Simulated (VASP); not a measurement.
# PtSe2 (Sudovikovite) (P-3m1) in VASP: a series of runs

Runs on PtSe2 (Sudovikovite). Level: r2SCAN+D3(BJ). Tasks: single point.

Program: VASP 6.6.1. These are calculated values, not measurements. Logs are shortened: lines on timing, memory, paths and dates and some standing lists are left out, and cuts for length are marked.

### Step 1. The cell of the first run

Symmetry: P-3m1, No. 164, trigonal system. The conventional cell has a = 3.731 Å, b = 3.731 Å, c = 5.192 Å, α = 90.00°, β = 90.00°, γ = 120.00°. Within 3.3 Å of Pt (site symmetry -3m) lie 6 Se at 2.51 Å. Within 3.3 Å of Se (site symmetry 3m) lie 3 Pt at 2.51 Å.

### Step 2. Single point, r2SCAN+D3(BJ), collinear spin, ferromagnetic start

POSCAR

```
PtSe2
1.0
    3.7306773665      0.0000000000      0.0000000000
   -1.8653386833      3.2308613727      0.0000000000
    0.0000000000      0.0000000000      5.1919396781
Pt Se
1 2
Direct
    0.0000000000      0.0000000000      0.0000000000
    0.3333333333      0.6666666667      0.2492397921
    0.6666666667      0.3333333333      0.7507602079
```

INCAR.step1

```
ALGO = Normal
EDIFF = 1E-4
ENCUT = 520
GGA = PE
ISMEAR = 0
ISPIN = 2
LASPH = T
LCHARG = F
LMAXMIX = 4
LREAL = F
LWAVE = T
MAGMOM = 0.05 0 0
NBANDS = 22
NELM = 150
PREC = Accurate
SIGMA = 0.05
```

INCAR.step2

```
ALGO = Normal
EDIFF = 1E-7
ENCUT = 520
ISIF = 2
ISMEAR = 0
ISPIN = 2
ISTART = 1
IVDW = 12
LASPH = T
LCHARG = T
LELF = T
LMAXMIX = 4
LMIXTAU = T
LORBIT = 11
LREAL = F
LVHAR = T
LWAVE = F
MAGMOM = 0.05 0 0
METAGGA = R2SCAN
NBANDS = 22
NELM = 150
PREC = Accurate
SIGMA = 0.05
VDW_A1 = 0.49484001
VDW_A2 = 5.73083694
VDW_S6 = 1.0
VDW_S8 = 0.78981345
```

KPOINTS

```
k-points
0
Gamma
  10 10 8
```

Potentials or basis: VASP PAW PBE potentials, release 64 (Pt, Se).

The run is started by

```
cat potpaw_PBE.64/Pt/POTCAR potpaw_PBE.64/Se/POTCAR > POTCAR
cp INCAR.step1 INCAR
mpirun -np 1 vasp_std > vasp.out
cp INCAR.step2 INCAR
mpirun -np 1 vasp_std > vasp.out
```

OUTCAR:

```text
EDIFF = 1E-7
   ENCUT = 520
   ISIF = 2
   ISMEAR = 0
   ISPIN = 2
   ISTART = 1
   IVDW = 12
   LASPH = T
   LORBIT = 11
   LREAL = F
   METAGGA = R2SCAN
   NELM = 150
   PREC = Accurate
 IVDW          = 12

 ion  position               nearest neighbor table
   1  0.000  0.000  0.000-   2 2.51   3 2.51   3 2.51   2 2.51   3 2.51   2 2.51
   2  0.333  0.667  0.249-   1 2.51   1 2.51   1 2.51
   3  0.667  0.333  0.751-   1 2.51   1 2.51   1 2.51

  LATTYP: Found a hexagonal cell.
 ALAT       =     3.7306773665
 C/A-ratio  =     1.3916882024

  Lattice vectors:

 A1 = (   3.7306773665,   0.0000000000,   0.0000000000)
 A2 = (  -1.8653386833,   3.2308613727,   0.0000000000)
 A3 = (   0.0000000000,   0.0000000000,   5.1919396781)

Analysis of symmetry for initial positions (statically):
=====================================================================
 Subroutine PRICEL returns:
 Original cell was already a primitive cell.

 Routine SETGRP: Setting up the symmetry group for a
 hexagonal supercell.

 Subroutine GETGRP returns: Found 12 space group operations
 (whereof 12 operations were pure point group operations)
 out of a pool of 24 trial point group operations.

The static configuration has the point symmetry D_3d.

Analysis of symmetry for dynamics (positions and initial velocities):
=====================================================================
 Subroutine PRICEL returns:
 Original cell was already a primitive cell.

 Routine SETGRP: Setting up the symmetry group for a
 hexagonal supercell.

 Subroutine GETGRP returns: Found 12 space group operations
 (whereof 12 operations were pure point group operations)
 out of a pool of 24 trial point group operations.

The dynamic configuration has the point symmetry D_3d.

Analysis of structural, dynamic, and magnetic symmetry:
=====================================================================
 Subroutine PRICEL returns:
 Original cell was already a primitive cell.

 Routine SETGRP: Setting up the symmetry group for a
 hexagonal supercell.

 Subroutine GETGRP returns: Found 12 space group operations
 (whereof 12 operations were pure point group operations)
 out of a pool of 24 trial point group operations.

The overall configuration has the point symmetry D_3d.

 Subroutine INISYM returns: Found 12 space group operations
 (whereof 12 operations are pure point group operations),
 and found     1 'primitive' translations

----------------------------------------------------------------------------------------

                                     Primitive cell

  volume of cell :      62.5800

  direct lattice vectors                    reciprocal lattice vectors
     3.730677367  0.000000000  0.000000000     0.268047837  0.154757491  0.000000000
    -1.865338683  3.230861373  0.000000000     0.000000000  0.309514982  0.000000000
     0.000000000  0.000000000  5.191939678     0.000000000  0.000000000  0.192606244

  length of vectors
     3.730677367  3.730677367  5.191939678     0.309514982  0.309514982  0.192606244

  position of ions in fractional coordinates (direct lattice)
     0.000000000  0.000000000  0.000000000
     0.333333333  0.666666667  0.249239792
     0.666666667  0.333333333  0.750760208

  ion indices of the primitive-cell ions
   primitive index   ion index
                 1           1
                 2           2
                 3           3

----------------------------------------------------------------------------------------

 KPOINTS: k-points

Automatic generation of k-mesh.
 Grid dimensions read from file:
 generate k-points for:   10   10    8

 Generating k-lattice:

  Cartesian coordinates                     Fractional coordinates (reciprocal lattice)
     0.026804784  0.015475749  0.000000000     0.100000000  0.000000000  0.000000000
     0.000000000  0.030951498  0.000000000     0.000000000  0.100000000  0.000000000
     0.000000000  0.000000000  0.024075780     0.000000000  0.000000000  0.125000000

  Length of vectors
     0.030951498  0.030951498  0.024075780

  Shift w.r.t. Gamma in fractional coordinates (k-lattice)
     0.000000000  0.000000000  0.000000000

 Subroutine IBZKPT returns following result:
 ===========================================

 Found     94 irreducible k-points:

 Following reciprocal coordinates:
            Coordinates               Weight
  0.000000  0.000000  0.000000      1.000000
  0.100000  0.000000  0.000000      6.000000
  0.200000  0.000000  0.000000      6.000000
  0.300000  0.000000  0.000000      6.000000
  0.400000 -0.000000  0.000000      6.000000
  0.500000 -0.000000  0.000000      3.000000
[... 16 lines left out ...]
  0.000000  0.400000  0.125000      6.000000
  0.500000 -0.000000  0.125000      6.000000
 [... further k-points ...]
   k-points           NKPTS =     94   k-points in BZ     NKDIM =     94   number of bands    NBANDS=     22
   number of dos      NEDOS =    301   number of ions     NIONS =      3
   total plane-waves  NPLWV =  31360
   dimension x,y,z NGX =    28 NGY =   28 NGZ =   40
   dimension x,y,z NGXF=    56 NGYF=   56 NGZF=   80
   ions per type =               1   2
   NGX,Y,Z   is equivalent  to a cutoff of  12.48, 12.48, 12.81 a.u.
   NGXF,Y,Z  is equivalent  to a cutoff of  24.95, 24.95, 25.62 a.u.
 SYSTEM =  unknown system
   PREC   = accura    normal or accurate (medium, high low for compatibility)
   ISTART =      1    job   : 0-new  1-cont  2-samecut
   ICHARG =      0    charge: 1-file 2-atom 10-const
   ISPIN  =      2    spin polarized calculation?
   LNONCOLLINEAR =      F non collinear calculations
   LSORBIT =      F    spin-orbit coupling
   LASPH  =      T    aspherical Exc in radial PAW
   ENCUT  =  520.0 eV  38.22 Ry    6.18 a.u.   6.94  6.94  9.65*2*pi/ulx,y,z
   NELM   =    150;   NELMIN=  2; NELMDL=  0     # of ELM steps
   EDIFF  = 0.1E-06   stopping-criterion for ELM
   LREAL  =      F    real-space projection
   EDIFFG = 0.1E-05   stopping-criterion for IOM
   NSW    =      0    number of steps for IOM
   IBRION =     -1    ionic relax: 0-MD 1-quasi-New 2-CG
   NFREE  =      0    steps in history (QN), initial steepest desc. (CG)
   ISIF   =      2    stress and relaxation
   ISYM   =      2    0-nonsym 1-usesym 2-fastsym
   POTIM  = 0.5000    time-step for ionic-motion
   TEBEG  =    0.0;   TEEND  =   0.0 temperature during run
   PSTRESS=    0.0 pullay stress
   NELECT =      22.0000    total number of electrons
   NUPDOWN=      -1.0000    fix difference up-down
   EMIN   =  10.00;   EMAX   =-10.00  energy-range for DOS
   EFERMI =   0.00;   METHOD = LEGACY
   ISMEAR =     0;   SIGMA  =   0.05  broadening in eV -4-tet -1-fermi 0-gaus
   EFERMI_NEDOS =   21; number of points for ismear=-14 and -15
   IALGO  =     38    algorithm
   IMIX   =      4    mixing-type and parameters
     AMIX     =   0.40;   BMIX     =  1.00
     AMIX_MAG =   1.60;   BMIX_MAG =  1.00
  volume/ion in A,a.u.               =      20.86       140.77
  Fermi-wavevector in a.u.,A,eV,Ry     =   1.155413  2.183414 18.163488  1.334979
  Thomas-Fermi vector in A             =   2.292042
   LORBIT       =     11    0 simple, 1 ext, 2 COOP (PROOUT), +10 PAW based schemes
   METAGGA = R2SCAN    functional components
   LHFCALC =     F    Hartree Fock is set to
   AEXX    =    0.0000 exact exchange contribution
   IVDW    =    12    specifies the selected vdW correction
   LEPSILON=     F    determine dielectric tensor
   LRPA    =     F    only Hartree local field effects (RPA)
 spin polarized calculation
 Gauss-broadening in eV      SIGMA  =   0.05
  energy-cutoff  :      520.00
  volume of cell :       62.58
 maximum number of plane-waves:      1702
   NGX = 13   NGY = 13   NGZ = 19

 number of electron      21.9999998 magnetization      -0.0000000

 number of electron      21.9999998 magnetization       0.0000000

 Free energy of the ion-electron system (eV)
  ---------------------------------------------------
  ext. energy  EPLUGINS =         0.00000000
  ---------------------------------------------------
  free energy    TOTEN  =       -81.46142713 eV

  energy without entropy =      -81.46092251  energy(sigma->0) =      -81.46117482

 E-fermi :   6.0109     XC(G=0): -11.1018

 val. band max:        6.0090226185   @ k =   0.0000   0.1000   0.1250
 cond. band min:       6.0818962980   @ k =   0.3000   0.3000   0.0000
 fundamental gap:      0.0728736794
 Fermi energy:         6.0108598385

 spin component 1

 k-point     1 :       0.0000    0.0000    0.0000
  band No.  band energies     occupation
      1     -10.1399      1.00000
      2      -7.4445      1.00000
      3      -1.3367      1.00000
      4      -0.5895      1.00000
      5      -0.5895      1.00000
      6       1.8104      1.00000
[... 14 lines left out ...]
     21      18.9488      0.00000
     22      18.9489      0.00000

 k-point     2 :       0.1000    0.0000    0.0000
  band No.  band energies     occupation
      1     -10.0258      1.00000
      2      -7.4875      1.00000
      3      -1.2008      1.00000
      4      -0.5192      1.00000
      5      -0.5168      1.00000
      6       1.6639      1.00000
[... 14 lines left out ...]
     21      18.8616      0.00000
     22      19.2310      0.00000

 k-point     3 :       0.2000    0.0000    0.0000
  band No.  band energies     occupation
      1      -9.7011      1.00000
      2      -7.6042      1.00000
      3      -0.8326      1.00000
      4      -0.3267      1.00000
      5      -0.2973      1.00000
      6       1.0752      1.00000
[... 14 lines left out ...]
     21      18.8228      0.00000
     22      19.5609      0.00000
[... 476 lines left out ...]
 k-point    23 :       0.0000    0.4000    0.1250
  band No.  band energies     occupation
      1      -8.7294      1.00000
      2      -7.9211      1.00000
      3      -1.3233      1.00000
      4      -0.0477      1.00000
      5      -0.0055      1.00000
      6       1.2393      1.00000
[... 14 lines left out ...]
     21      19.1617      0.00000
     22      20.6464      0.00000

 k-point    24 :       0.5000   -0.0000    0.1250
  band No.  band energies     occupation
      1      -8.3479      1.00000
      2      -8.1786      1.00000
      3      -1.5418      1.00000
      4       0.0002      1.00000
      5       0.4107      1.00000
      6       1.4577      1.00000
[... 14 lines left out ...]
     21      19.9367      0.00000
     22      21.3646      0.00000

 [... further k-points ...]

 spin component 2

 k-point     1 :       0.0000    0.0000    0.0000
  band No.  band energies     occupation
      1     -10.1399      1.00000
      2      -7.4445      1.00000
      3      -1.3367      1.00000
      4      -0.5895      1.00000
      5      -0.5895      1.00000
      6       1.8104      1.00000
[... 14 lines left out ...]
     21      18.9488      0.00000
     22      18.9488      0.00000

 k-point     2 :       0.1000    0.0000    0.0000
  band No.  band energies     occupation
      1     -10.0258      1.00000
      2      -7.4875      1.00000
      3      -1.2008      1.00000
      4      -0.5192      1.00000
      5      -0.5168      1.00000
      6       1.6639      1.00000
[... 14 lines left out ...]
     21      18.8616      0.00000
     22      19.2308      0.00000

 k-point     3 :       0.2000    0.0000    0.0000
  band No.  band energies     occupation
      1      -9.7011      1.00000
      2      -7.6042      1.00000
      3      -0.8326      1.00000
      4      -0.3267      1.00000
      5      -0.2973      1.00000
      6       1.0752      1.00000
[... 14 lines left out ...]
     21      18.8228      0.00000
     22      19.5609      0.00000
[... 476 lines left out ...]
 k-point    23 :       0.0000    0.4000    0.1250
  band No.  band energies     occupation
      1      -8.7294      1.00000
      2      -7.9211      1.00000
      3      -1.3233      1.00000
      4      -0.0477      1.00000
      5      -0.0055      1.00000
      6       1.2393      1.00000
[... 14 lines left out ...]
     21      19.1617      0.00000
     22      20.6464      0.00000

 k-point    24 :       0.5000   -0.0000    0.1250
  band No.  band energies     occupation
      1      -8.3479      1.00000
      2      -8.1786      1.00000
      3      -1.5418      1.00000
      4       0.0002      1.00000
      5       0.4107      1.00000
      6       1.4577      1.00000
[... 14 lines left out ...]
     21      19.9367      0.00000
     22      21.3646      0.00000

 [... further k-points ...]

------------------------ aborting loop because EDIFF is reached ----------------------------------------

 Edisp (eV)   -0.65175

 E8    (eV) :    -0.2166

  FORCE on cell =-STRESS in cart. coord.  units (eV):
  Direction    XX          YY          ZZ          XY          YZ          ZX
  --------------------------------------------------------------------------------------
  -------------------------------------------------------------------------------------
  Total       0.10308     0.10308     0.07195    -0.00000     0.00000     0.00000
  in kB       2.63914     2.63914     1.84214    -0.00000     0.00000     0.00000
  external pressure =        2.37 kB  Pullay stress =        0.00 kB

 VOLUME and BASIS-vectors are now :
 -----------------------------------------------------------------------------
  energy-cutoff  :      520.00
  volume of cell :       62.58
      direct lattice vectors                 reciprocal lattice vectors
     3.730677367  0.000000000  0.000000000     0.268047837  0.154757491  0.000000000
    -1.865338683  3.230861373  0.000000000     0.000000000  0.309514982  0.000000000
     0.000000000  0.000000000  5.191939678     0.000000000  0.000000000  0.192606244

 POSITION                                       TOTAL-FORCE (eV/Angst)
 -----------------------------------------------------------------------------------
      0.00000      0.00000      0.00000         0.000000      0.000000      0.000000
     -0.00000      2.15391      1.29404        -0.000000      0.000000      0.014537
      1.86534      1.07695      3.89790         0.000000     -0.000000     -0.014537
 -----------------------------------------------------------------------------------
    total drift:                               -0.000000      0.000000      0.000000

  FREE ENERGIE OF THE ION-ELECTRON SYSTEM (eV)
  ---------------------------------------------------
  free  energy   TOTEN  =       -82.1131772797 eV

  energy  without entropy=      -82.1126726551  energy(sigma->0) =      -82.11292497

 total charge

# of ion       s       p       d       tot
------------------------------------------
    1        0.672   0.699   7.991   9.362
    2        1.483   2.282   0.065   3.829
    3        1.483   2.282   0.065   3.829
--------------------------------------------------
tot          3.638   5.263   8.120  17.021

 magnetization (x)

# of ion       s       p       d       tot
------------------------------------------
    1        0.000  -0.000  -0.000  -0.000
    2        0.000   0.000  -0.000   0.000
    3        0.000   0.000  -0.000   0.000
--------------------------------------------------
tot          0.000   0.000  -0.000  -0.000
```

Run time: 15 min. Hardware: 1 thread of AMD EPYC 7R43 (Zen 3), shared host; peak memory 0.34 GiB.

Results:

```
Free energy                                           : -82.1132 eV
Pressure                                              : 0.2 GPa
Largest force                                         : 0.015 eV/Å
Band gap on the k mesh                                : zero (filled and empty bands overlap)
Net moment                                            : 0.00 μB per cell
Valence electrons inside the program's atomic spheres : Pt 9.36; Se 3.83
Dispersion energy per atom                            : -0.217 eV
```

Forces in eV/Å, atoms in the order of the input:
```
Pt   0.000  0.000  0.000
Se   0.000  0.000  0.015
Se   0.000  0.000 -0.015
```

Caveat: the PAW data sets were made with another functional, which shifts forces and pressure a little; spin-orbit coupling is left out, which moves the levels of the heavy elements; pairwise dispersion overbinds metals, which lowers pressure and volume.

(Part 1 of 2 ends here.)
